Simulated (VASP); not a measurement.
# Mg7Cd9O16 (P1) in VASP: further runs

The runs below take Mg7Cd9O16 through relaxation of volume and atoms at fixed shape, single point, with PBEsol.

Everything below comes from runs of VASP 6.6.1. Logs are shortened: lines on timing, memory, paths and dates and some standing lists are left out, and cuts for length are marked.

## Step 1: The cell of the first run

The typed cell holds 64 atoms: a = 8.962 Å, b = 8.962 Å, c = 8.962 Å, α = 90.00°, β = 90.00°, γ = 90.00°.

## Step 2: Relaxation of volume and atoms at fixed shape, PBEsol

The input, INCAR:

```
PREC = Accurate
ENCUT = 600
EDIFF = 1E-7
ISMEAR = -1
SIGMA = 0.05
LREAL = Auto
LASPH = T
NELM = 60
ALGO = Normal
ISIF = 8
LWAVE = F
LCHARG = F
GGA = PS
IBRION = 2
NSW = 100
EDIFFG = -0.03
```

The input, KPOINTS:

```
Automatic mesh
0
Gamma
  1 1 1
  0.5 0.5 0.5
```

The input, POSCAR:

```
Mg7Cd9O16
1.0
    8.9621180000      0.0000000000      0.0000000000
    0.0000000000      8.9621180000      0.0000000000
    0.0000000000      0.0000000000      8.9621180000
O Mg Cd
32 14 18
Direct
    0.2518680000      0.9976730000      0.0020380000
    0.2491460000      0.0022810000      0.5009690000
    0.2505530000      0.5007630000      0.9983900000
    0.2529210000      0.4986670000      0.5002450000
    0.7470430000      0.9990930000      0.9989470000
    0.7493500000      0.0024020000      0.4999370000
    0.7515160000      0.5002650000      0.9982340000
    0.7483470000      0.5015810000      0.4992760000
    0.9990910000      0.2500280000      0.0018730000
    0.0000470000      0.2535190000      0.4968920000
    0.0012400000      0.7493280000      0.0010290000
    0.9973800000      0.7497520000      0.4978670000
    0.5022470000      0.2500850000      0.0032660000
    0.5013680000      0.2497360000      0.4974710000
    0.5019900000      0.7478190000      0.9944590000
    0.5002580000      0.7507820000      0.4966250000
    0.9997140000      0.9978520000      0.2497220000
    0.0012880000      0.0011480000      0.7516840000
    0.0003010000      0.5002330000      0.2492590000
    0.9977410000      0.4969650000      0.7517970000
    0.5021750000      0.0020760000      0.2504540000
    0.4990150000      0.9984330000      0.7490410000
    0.5027300000      0.5009220000      0.2538020000
    0.5003990000      0.5047320000      0.7521070000
    0.2479320000      0.2488970000      0.2511720000
    0.2470630000      0.2489080000      0.7476910000
    0.2488610000      0.7472530000      0.2482620000
    0.2521740000      0.7483390000      0.7496170000
    0.7530070000      0.2497930000      0.2451160000
    0.7532380000      0.2522950000      0.7504240000
    0.7514070000      0.7487790000      0.2534610000
    0.7503350000      0.7502920000      0.7467340000
    0.9985290000      0.9999980000      0.9998240000
    0.0004030000      0.9988140000      0.5027820000
    0.5020720000      0.5000830000      0.5002780000
    0.2504850000      0.2499210000      0.4981130000
    0.7488470000      0.2557620000      0.5003800000
    0.2494900000      0.0040410000      0.2501290000
    0.7526290000      0.9978720000      0.2530400000
    0.7525700000      0.9999870000      0.7469050000
    0.7488330000      0.5043640000      0.2494230000
    0.0004590000      0.2479270000      0.2496300000
    0.9985670000      0.7503340000      0.2491900000
    0.4980480000      0.2493820000      0.7477320000
    0.5007970000      0.7513760000      0.2476070000
    0.5004470000      0.7545870000      0.7579770000
    0.9993650000      0.5029400000      0.0092830000
    0.9989290000      0.5013140000      0.4972100000
    0.4999620000      0.0040990000      0.0034720000
    0.5034390000      0.0035040000      0.4970210000
    0.5002170000      0.5019980000      0.9981140000
    0.2529840000      0.2503460000      0.9959300000
    0.2512150000      0.7479280000      0.9985720000
    0.2481020000      0.7490700000      0.5012900000
    0.7514660000      0.2498000000      0.0017330000
    0.7511300000      0.7465660000      0.0032010000
    0.7492990000      0.7487560000      0.4990990000
    0.2509840000      0.9985010000      0.7516810000
    0.2505940000      0.4991210000      0.2506470000
    0.2480740000      0.5012820000      0.7453600000
    0.7460540000      0.4966980000      0.7521510000
    0.9998470000      0.2503050000      0.7530440000
    0.9991550000      0.7483680000      0.7513970000
    0.5039240000      0.2470430000      0.2479860000
```

Potentials or basis: VASP PAW PBE potentials, release 64 (O, Mg, Cd).

Started as:

```console
cat potpaw_PBE.64/O/POTCAR potpaw_PBE.64/Mg/POTCAR potpaw_PBE.64/Cd/POTCAR > POTCAR
mpirun -np 1 vasp_std > vasp.out
```

OUTCAR:

```text
PREC = Accurate
   ENCUT = 600
   EDIFF = 1E-7
   ISMEAR = -1
   LREAL = Auto
   LASPH = T
   NELM = 60
   ISIF = 8
   GGA = PS
   IBRION = 2
   NSW = 100
   EDIFFG = -0.03

 ion  position               nearest neighbor table
   1  0.252  0.998  0.002-  49 2.22  38 2.22  53 2.24  58 2.24  52 2.27  33 2.27
   2  0.249  0.002  0.501-  36 2.22  34 2.23  58 2.25  38 2.25  54 2.27  50 2.28
   3  0.251  0.501  0.998-  53 2.22  51 2.24  52 2.24  47 2.25  59 2.26  60 2.27
   4  0.253  0.499  0.500-  60 2.20  36 2.23  35 2.23  59 2.24  54 2.24  48 2.28
   5  0.747  0.999  0.999-  49 2.22  55 2.25  33 2.25  40 2.26  56 2.26  39 2.28
   6  0.749  0.002  0.500-  50 2.20  39 2.21  40 2.21  34 2.25  37 2.27  57 2.27
[... 76 lines left out ...]
  58  0.251  0.999  0.752-  22 2.22  18 2.24  28 2.24   1 2.24  26 2.24   2 2.25  46 3.13  52 3.14
                            53 3.15  44 3.16  34 3.17  54 3.17  33 3.17  49 3.17  63 3.18  62 3.19
  59  0.251  0.499  0.251-  27 2.22   4 2.24  25 2.24  19 2.24  23 2.26   3 2.26  47 3.12  36 3.15
                            48 3.16  54 3.17  53 3.17  35 3.18  42 3.18  51 3.18  45 3.18  43 3.19
  60  0.248  0.501  0.745-   4 2.20  28 2.21  20 2.24  26 2.26  24 2.26   3 2.27  54 3.12  63 3.14
                            48 3.15  36 3.16  35 3.16  62 3.16  53 3.17  52 3.18  44 3.18  51 3.20
  61  0.746  0.497  0.752-  30 2.19  24 2.20   7 2.21  20 2.26   8 2.27  32 2.27  51 3.12  37 3.12
                            44 3.14  35 3.14  55 3.15  62 3.17  56 3.17  46 3.19  63 3.20  57 3.20
  62  1.000  0.250  0.753-  30 2.21  20 2.21  26 2.22   9 2.23  18 2.23  10 2.30  52 3.14  55 3.15
                            33 3.15  40 3.15  60 3.16  61 3.17  34 3.18  58 3.19  37 3.19  36 3.20
  63  0.999  0.748  0.751-  32 2.23  11 2.24  20 2.25  18 2.27  28 2.27  12 2.27  60 3.14  40 3.16
                            54 3.16  34 3.16  53 3.16  56 3.17  33 3.17  48 3.18  58 3.18  57 3.18
  64  0.504  0.247  0.248-  13 2.19  21 2.20  29 2.23  14 2.24  23 2.28  25 2.29  49 3.09  50 3.12
                            55 3.13  37 3.15  38 3.15  39 3.16  41 3.18  52 3.19  36 3.19  51 3.20

  LATTYP: Found a simple cubic cell.
 ALAT       =     8.9621180000

  Lattice vectors:

 A1 = (   8.9621180000,   0.0000000000,   0.0000000000)
 A2 = (   0.0000000000,   8.9621180000,   0.0000000000)
 A3 = (   0.0000000000,   0.0000000000,   8.9621180000)

Analysis of symmetry for initial positions (statically):
=====================================================================
 Subroutine PRICEL returns:
 Original cell was already a primitive cell.

 Routine SETGRP: Setting up the symmetry group for a
 simple cubic supercell.

 Subroutine GETGRP returns: Found  1 space group operations
 (whereof  1 operations were pure point group operations)
 out of a pool of 48 trial point group operations.

The static configuration has the point symmetry C_1 .

Analysis of symmetry for dynamics (positions and initial velocities):
=====================================================================
 Subroutine PRICEL returns:
 Original cell was already a primitive cell.

 Routine SETGRP: Setting up the symmetry group for a
 simple cubic supercell.

 Subroutine GETGRP returns: Found  1 space group operations
 (whereof  1 operations were pure point group operations)
 out of a pool of 48 trial point group operations.

The dynamic configuration has the point symmetry C_1 .

 Subroutine INISYM returns: Found  1 space group operations
 (whereof  1 operations are pure point group operations),
 and found     1 'primitive' translations

----------------------------------------------------------------------------------------

                                     Primitive cell

  volume of cell :     719.8334

  direct lattice vectors                    reciprocal lattice vectors
     8.962118000  0.000000000  0.000000000     0.111580767  0.000000000  0.000000000
     0.000000000  8.962118000  0.000000000     0.000000000  0.111580767  0.000000000
[... 45 lines left out ...]
 conjugate gradient relaxation of ions
 non-spin polarized calculation
  energy-cutoff  :      600.00
  volume of cell :      719.83
 maximum number of plane-waves:     23984
 NGX is ok and might be reduce to    72
   NGX = 35   NGY = 35   NGZ = 35

--------------------------------------- Ionic step        1  -------------------------------------------

 number of electron     435.9999988 magnetization

 Free energy of the ion-electron system (eV)
  ---------------------------------------------------
  ext. energy  EPLUGINS =         0.00000000
  ---------------------------------------------------
  free energy    TOTEN  =      -317.61563956 eV

  energy without entropy =     -317.61563956  energy(sigma->0) =     -317.61563956

------------------------ aborting loop because EDIFF is reached ----------------------------------------

  FORCE on cell =-STRESS in cart. coord.  units (eV):
  Direction    XX          YY          ZZ          XY          YZ          ZX
  --------------------------------------------------------------------------------------
  -------------------------------------------------------------------------------------
  Total       35.9116298     36.8548172     37.2485984     -0.4006534     -0.4812470     -0.0204465
  in kB       79.9307200     82.0300301     82.9064931     -0.8917589     -1.0711409     -0.0455090
  external PRESSURE =      81.6224144 kB  Pullay stress =       0.0000000 kB
[... 275 lines left out ...]
  FREE ENERGIE OF THE ION-ELECTRON SYSTEM (eV)
  ---------------------------------------------------
  free  energy   TOTEN  =      -320.9706854212 eV

  energy  without entropy=     -320.9706854212  energy(sigma->0) =     -320.97068542

 E-fermi :   3.3347     XC(G=0): -11.5730

 val. band max:        2.0382904489   @ k =   0.5000   0.5000   0.5000
 cond. band min:       5.1491417894   @ k =   0.5000   0.5000   0.5000
 fundamental gap:      3.1108513405
 Fermi energy:         3.3346555054

 k-point     1 :       0.5000    0.5000    0.5000
  band No.  band energies     occupation
      1     -14.9806      2.00000
      2     -14.8112      2.00000
      3     -14.6639      2.00000
      4     -14.6317      2.00000
      5     -14.5704      2.00000
      6     -14.5298      2.00000
[... 222 lines left out ...]
    229       7.9578      0.00000
    230       8.0219      0.00000
 [bands above 230 left out]

[... ionic steps 4 to 17 ...]

--------------------------------------- Ionic step       18  -------------------------------------------

 number of electron     436.0000010 magnetization

------------------------ aborting loop because EDIFF is reached ----------------------------------------
[... 191 lines left out ...]
--------------------------------------- Ionic step       20  -------------------------------------------

 number of electron     436.0000010 magnetization

 Free energy of the ion-electron system (eV)
  ---------------------------------------------------
  ext. energy  EPLUGINS =         0.00000000
  ---------------------------------------------------
  free energy    TOTEN  =      -322.76598490 eV

  energy without entropy =     -322.76598490  energy(sigma->0) =     -322.76598490

 E-fermi :   3.3948     XC(G=0): -11.6255

 val. band max:        2.0889718910   @ k =   0.5000   0.5000   0.5000
 cond. band min:       5.0741730128   @ k =   0.5000   0.5000   0.5000
 fundamental gap:      2.9852011218
 Fermi energy:         3.3948264737

 k-point     1 :       0.5000    0.5000    0.5000
  band No.  band energies     occupation
      1     -14.8807      2.00000
      2     -14.7351      2.00000
      3     -14.5927      2.00000
      4     -14.5767      2.00000
      5     -14.5119      2.00000
      6     -14.5013      2.00000
[... 222 lines left out ...]
    229       7.9428      0.00000
    230       7.9820      0.00000
 [bands above 230 left out]

------------------------ aborting loop because EDIFF is reached ----------------------------------------

  FORCE on cell =-STRESS in cart. coord.  units (eV):
  Direction    XX          YY          ZZ          XY          YZ          ZX
  --------------------------------------------------------------------------------------
  -------------------------------------------------------------------------------------
  Total       -0.2948788     -0.4952401     -0.2052472     -0.3089722      0.1966977      0.0343400
  in kB       -0.6373946     -1.0704850     -0.4436515     -0.6678580      0.4251714      0.0742276
  external PRESSURE =      -0.7171770 kB  Pullay stress =       0.0000000 kB
[... 79 lines left out ...]
  FREE ENERGIE OF THE ION-ELECTRON SYSTEM (eV)
  ---------------------------------------------------
  free  energy   TOTEN  =      -322.7659849044 eV

  energy  without entropy=     -322.7659849044  energy(sigma->0) =     -322.76598490

 reached required accuracy - stopping structural energy minimisation
```

It took 2.4 h on 1 thread of Oxide Virtual Turin-like, shared host; peak memory 0.95 GiB.

Results:

| Item | Value |
| --- | --- |
| Free energy | -322.7660 eV |
| Relaxed volume | 11.58 Å³/atom |
| Relaxed cell | a = 9.050 Å, b = 9.050 Å, c = 9.050 Å, α = 90.00°, β = 90.00°, γ = 90.00° |
| Space group after relaxing (to 0.1 Å) | P1 (No. 1) |
| Energy gained by relaxing | 80.5 meV/atom |
| Ionic steps | 20 |
| Pressure after relaxing | -0.1 GPa |
| Largest force after relaxing | 0.021 eV/Å |
| Band gap on the k mesh | 2.99 eV |

Forces in eV/Å, atoms in the order of the input:
```
O   -0.002 -0.002  0.001
O    0.001 -0.003  0.004
O    0.002  0.007  0.005
O   -0.007  0.006 -0.007
O    0.006 -0.002  0.006
O   -0.004 -0.008 -0.009
O   -0.003  0.001 -0.007
O    0.004  0.009  0.003
O   -0.001 -0.002  0.002
O   -0.002  0.009  0.014
O    0.000  0.000  0.002
O   -0.006 -0.003  0.005
O    0.004 -0.001  0.005
O   -0.001 -0.004 -0.002
O    0.003  0.001 -0.005
O    0.002  0.003 -0.001
O    0.005  0.002  0.000
O   -0.003  0.004  0.000
O    0.003  0.018  0.003
O   -0.004 -0.013 -0.009
O    0.003  0.004  0.017
O   -0.006  0.000  0.003
O   -0.003 -0.007 -0.004
O   -0.003  0.004  0.012
O   -0.005 -0.001 -0.002
O   -0.001 -0.006  0.007
O    0.014 -0.001 -0.002
O   -0.003  0.011  0.001
O    0.018  0.001 -0.004
O    0.007 -0.010 -0.002
O    0.000  0.006 -0.005
O    0.002  0.003 -0.010
Mg  -0.003 -0.012 -0.017
Mg  -0.001  0.004 -0.008
Mg  -0.002  0.002  0.006
Mg  -0.002 -0.004 -0.006
Mg   0.000  0.005 -0.005
Mg   0.005 -0.001 -0.007
Mg   0.004 -0.003  0.003
Mg  -0.001  0.002 -0.001
Mg   0.000  0.001  0.004
Mg  -0.004 -0.017  0.011
Mg  -0.003 -0.003 -0.006
Mg  -0.006  0.008 -0.004
Mg  -0.007  0.005 -0.004
Mg   0.000  0.000  0.005
Cd   0.007 -0.005 -0.001
Cd   0.002 -0.001  0.006
Cd   0.002 -0.012 -0.010
Cd   0.004 -0.012  0.002
Cd  -0.001  0.017  0.000
Cd  -0.006 -0.016  0.003
Cd   0.000  0.011  0.006
Cd   0.000  0.004 -0.008
Cd   0.000 -0.003  0.006
Cd   0.000  0.003  0.010
Cd  -0.004  0.005 -0.007
Cd   0.007 -0.006 -0.003
Cd   0.003  0.004  0.000
Cd   0.006  0.001  0.001
Cd  -0.010  0.004  0.000
Cd  -0.004 -0.013  0.000
Cd  -0.006  0.006  0.000
Cd   0.001 -0.003  0.001
```

The path:
| step | energy change (eV) | largest force (eV/Å) | pressure (GPa) | volume (Å³) |
| --- | --- | --- | --- | --- |
| 1 | 0.0000 | 2.8737 | 8.16 | 719.83 |
| 2 | -3.2665 | 0.7457 | -6.40 | 781.19 |
| 3 | -3.3550 | 1.0060 | -4.69 | 771.71 |
| 4 | -4.6481 | 0.5375 | -1.26 | 748.40 |
| 5 | -4.8380 | 0.5436 | 1.04 | 735.64 |
| 6 | -5.0332 | 0.3024 | 0.26 | 739.22 |
| 7 | -5.0616 | 0.2814 | -0.11 | 741.18 |
| 8 | -5.1044 | 0.1422 | 0.02 | 740.65 |
| 9 | -5.1147 | 0.1668 | 0.13 | 740.23 |
| 10 | -5.1306 | 0.0856 | -0.11 | 741.41 |
| 11 | -5.1327 | 0.0851 | -0.23 | 742.00 |
| 12 | -5.1398 | 0.0677 | 0.19 | 739.91 |
| 13 | -5.1400 | 0.0680 | 0.27 | 739.48 |
| 14 | -5.1449 | 0.0555 | -0.01 | 740.85 |
| 15 | -5.1450 | 0.0545 | -0.04 | 741.04 |
| 16 | -5.1474 | 0.0471 | -0.03 | 740.99 |
| 17 | -5.1480 | 0.0399 | -0.02 | 740.95 |
| 18 | -5.1492 | 0.0323 | 0.03 | 740.72 |
| 19 | -5.1495 | 0.0502 | 0.06 | 740.55 |
| 20 | -5.1503 | 0.0208 | -0.07 | 741.22 |

Final structure:
```cif
data_structure
_symmetry_space_group_name_H-M 'P 1'
_symmetry_Int_Tables_number 1
_cell_length_a 9.0500
_cell_length_b 9.0500
_cell_length_c 9.0500
_cell_angle_alpha 90.000
_cell_angle_beta 90.000
_cell_angle_gamma 90.000
_cell_volume 741.22
loop_
_atom_site_label
_atom_site_type_symbol
_atom_site_fract_x
_atom_site_fract_y
_atom_site_fract_z
_atom_site_occupancy
O1 O 0.23198 0.00238 0.01669 1
O2 O 0.23502 0.01445 0.48689 1
O3 O 0.24840 0.49760 0.00204 1
O4 O 0.26263 0.48072 0.49708 1
O5 O 0.76485 0.00251 0.00814 1
O6 O 0.76389 0.01405 0.49688 1
O7 O 0.75035 0.49712 0.01892 1
O8 O 0.74047 0.48220 0.48721 1
O9 O 0.00044 0.23655 0.01778 1
O10 O 0.00093 0.23879 0.48767 1
O11 O 0.00059 0.76644 0.01678 1
O12 O 0.00173 0.76664 0.48745 1
O13 O 0.49865 0.25068 0.97691 1
O14 O 0.50071 0.25988 0.50837 1
O15 O 0.50000 0.74886 0.99853 1
O16 O 0.50043 0.73584 0.49971 1
O17 O 0.99537 0.99848 0.25255 1
O18 O 0.98483 0.00032 0.75195 1
O19 O 0.98536 0.51286 0.25290 1
O20 O 0.99775 0.50346 0.75100 1
O21 O 0.51040 0.98643 0.24995 1
O22 O 0.51517 0.99729 0.74713 1
O23 O 0.51429 0.51425 0.26220 1
O24 O 0.50440 0.50526 0.73411 1
O25 O 0.23945 0.23636 0.26316 1
O26 O 0.26467 0.24684 0.73105 1
O27 O 0.25413 0.76607 0.25228 1
O28 O 0.26979 0.75313 0.74910 1
O29 O 0.76031 0.24589 0.26363 1
O30 O 0.73803 0.23696 0.73280 1
O31 O 0.74969 0.75539 0.25288 1
O32 O 0.73563 0.76546 0.74886 1
Mg1 Mg 0.99616 0.00094 0.01132 1
Mg2 Mg 0.99746 0.00443 0.49212 1
Mg3 Mg 0.50363 0.49663 0.49809 1
Mg4 Mg 0.24999 0.24647 0.49595 1
Mg5 Mg 0.75037 0.24684 0.49639 1
Mg6 Mg 0.23797 0.99977 0.25324 1
Mg7 Mg 0.75465 0.00027 0.25380 1
Mg8 Mg 0.75029 0.00292 0.74206 1
Mg9 Mg 0.75019 0.49985 0.25603 1
Mg10 Mg 0.99674 0.23826 0.25477 1
Mg11 Mg 0.99345 0.75779 0.25192 1
Mg12 Mg 0.50326 0.24737 0.73943 1
Mg13 Mg 0.50529 0.75075 0.25460 1
Mg14 Mg 0.50411 0.75039 0.74456 1
Cd1 Cd 0.99811 0.50048 0.00663 1
Cd2 Cd 0.99964 0.49653 0.49662 1
Cd3 Cd 0.50150 0.99906 0.99958 1
Cd4 Cd 0.50008 0.00095 0.49794 1
Cd5 Cd 0.50173 0.50064 0.99974 1
Cd6 Cd 0.24898 0.24709 0.00091 1
Cd7 Cd 0.25009 0.75333 0.00309 1
Cd8 Cd 0.25131 0.75125 0.49824 1
Cd9 Cd 0.75060 0.24736 0.00009 1
Cd10 Cd 0.75039 0.75271 0.00173 1
Cd11 Cd 0.75055 0.75030 0.49948 1
Cd12 Cd 0.24905 0.00151 0.74893 1
Cd13 Cd 0.24993 0.50175 0.25293 1
Cd14 Cd 0.25562 0.49835 0.74683 1
Cd15 Cd 0.74718 0.49717 0.74654 1
Cd16 Cd 0.99926 0.24663 0.74709 1
Cd17 Cd 0.99925 0.75567 0.75187 1
Cd18 Cd 0.50147 0.25016 0.25292 1
```

Levels at points of the mesh, in eV from the valence-band top:
```csv
k point,band 215,band 216,band 217,band 218,band 219,band 220,band 221,band 222
"(0.50, 0.50, 0.50)",-0.09,-0.05,-0.03,0.00,2.99,3.32,3.51,3.70
```

Caveat: the k points lie up to 0.69 Å⁻¹ apart in the final cell; the PAW data sets were made with another functional, which shifts forces and pressure a little; a shifted mesh leaves out Γ, where band edges can lie. A k mesh can miss the band edges.

(Part 1 of 2 ends here.)
